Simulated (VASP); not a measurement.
A run of VASP 6.6.1 is set up as follows.

INCAR

```
SYSTEM = CoO
ALGO = Normal
EDIFF = 1E-6
EDIFFG = -0.01
ENCUT = 600
GGA = PE
IBRION = 2
ISIF = 3
ISMEAR = 0
LASPH = .TRUE.
LCHARG = .FALSE.
LREAL = .FALSE.
LWAVE = .FALSE.
NELM = 60
NSW = 80
PREC = Accurate
SIGMA = 0.1
```

The input KPOINTS:

```
k-points
0
G
  16 16 16
  0 0 0
```

File POSCAR:

```
CoO
1.0
    2.6161540276      0.0000000000      0.0000000000
    0.0000000000      2.6161540276      0.0000000000
    0.0000000000      0.0000000000      2.6161540276
Co O
1 1
Direct
    0.0000000000      0.0000000000      0.0000000000
    0.5000000000      0.5000000000      0.5000000000
```

Potentials or basis: VASP PAW PBE potentials, release 64 (Co, O).

Command:

```sh
$ cat potpaw_PBE.64/Co/POTCAR potpaw_PBE.64/O/POTCAR > POTCAR
$ mpirun -np 1 vasp_std > vasp.out
```

Task: What does it give for the relaxed volume?

Result: 8.32 Å³/atom.

Task: Predict the space group after relaxing (to 0.1 Å).

Result: Pm-3m (No. 221).

Task: Estimate the relaxed cell.

Result: a = 2.553 Å, b = 2.553 Å, c = 2.553 Å, α = 90.00°, β = 90.00°, γ = 90.00°.

Task: Predict the band gap on the k mesh.

Result: Zero (an odd number of electrons rules out a gap without spin polarisation).

The path:
```
step  energy change (eV)  largest force (eV/Å)  pressure (GPa)  volume (Å³)
   1              0.0000                0.0000          -14.37        17.91
   2             -0.0342                0.0000           12.07        15.90
   3             -0.0609                0.0000            0.03        16.65
```

Caveat: an odd number of electrons without spin polarisation forces a metal; a magnetic or distorted state may lie lower; the run has no spin polarisation, though such a crystal can be magnetic; semilocal functionals often make such compounds metallic where correlation or magnetic order opens a gap, which also shifts bond lengths. Spin polarisation is off, so any magnetic state and its effect on volume and gap are missing.
